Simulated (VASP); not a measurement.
Input of a VASP 6.6.1 run:

POSCAR

```
Sc
1.0
    0.0000000000      3.1900000000      3.1900000000
    3.1900000000      0.0000000000      3.1900000000
    3.1900000000      3.1900000000      0.0000000000
Sc
2
Direct
    0.0000000000      0.0000000000      0.0000000000
    0.2500000000      0.2500000000      0.2500000000
```

File INCAR.step1:

```
SYSTEM = Sc
  PREC = Accurate
  ENCUT = 600
  ISMEAR = 1
  SIGMA = 0.05
  LREAL = .FALSE.
  LASPH = .TRUE.
  NELM = 80
  GGA = PE
  ALGO = Normal
  EDIFF = 1E-4
  LWAVE = .TRUE.
  LCHARG = .FALSE.
```

The input INCAR.step2:

```
SYSTEM = Sc
  PREC = Accurate
  ENCUT = 600
  EDIFF = 1E-6
  ISMEAR = 1
  SIGMA = 0.05
  LREAL = .FALSE.
  LASPH = .TRUE.
  NELM = 80
  ALGO = Normal
  ISIF = 3
  LWAVE = .FALSE.
  LCHARG = .FALSE.
  METAGGA = R2SCAN
  LMIXTAU = .TRUE.
  IBRION = 2
  NSW = 80
  EDIFFG = -0.03
  PSTRESS = 50.0
  ISTART = 1
```

The input KPOINTS:

```
regular mesh
0
G
  6 6 6
  0 0 0
```

Potentials or basis: VASP PAW PBE potentials, release 64 (Sc_sv).

Run with:

```bash
$ cat potpaw_PBE.64/Sc_sv/POTCAR > POTCAR
$ cp INCAR.step1 INCAR
$ mpirun -np 1 vasp_std > vasp.out
$ cp INCAR.step2 INCAR
$ mpirun -np 1 vasp_std > vasp.out
```

Q: Predict the space group after relaxing (to 0.1 Å).

A: Fd-3m (No. 227).

Q: What does it give for the relaxed cell?

A: a = 3.915 Å, b = 3.915 Å, c = 3.915 Å, α = 60.00°, β = 60.00°, γ = 60.00°.

Q: Estimate the band gap on the k mesh.

A: Zero (bands 11 and 12 overlap by 1.44 eV).

The path:
| step | energy change (eV) | largest force (eV/Å) | pressure (GPa) | volume (Å³) |
| --- | --- | --- | --- | --- |
| 1 | 0.0000 | 0.0000 | 0.09 | 64.92 |
| 2 | 0.0315 | 0.0000 | 2.16 | 56.01 |
| 3 | 0.0816 | 0.0000 | 2.85 | 53.05 |
| 4 | 0.2066 | 0.0000 | 2.93 | 47.45 |
| 5 | 0.5808 | 0.0000 | 13.06 | 37.46 |
| 6 | 0.2574 | 0.0000 | 3.12 | 44.86 |
| 7 | 0.3665 | 0.0000 | 7.08 | 41.05 |
| 8 | 0.2993 | 0.0000 | 4.50 | 42.94 |
| 9 | 0.3147 | 0.0000 | 5.10 | 42.42 |

Caveat: the cell is relaxed towards a set pressure, so the run minimises the enthalpy, not the energy; the volume moved by over 15 % at a fixed basis, so the end points are rough; the PAW data sets were made with another functional, which shifts forces and pressure a little.
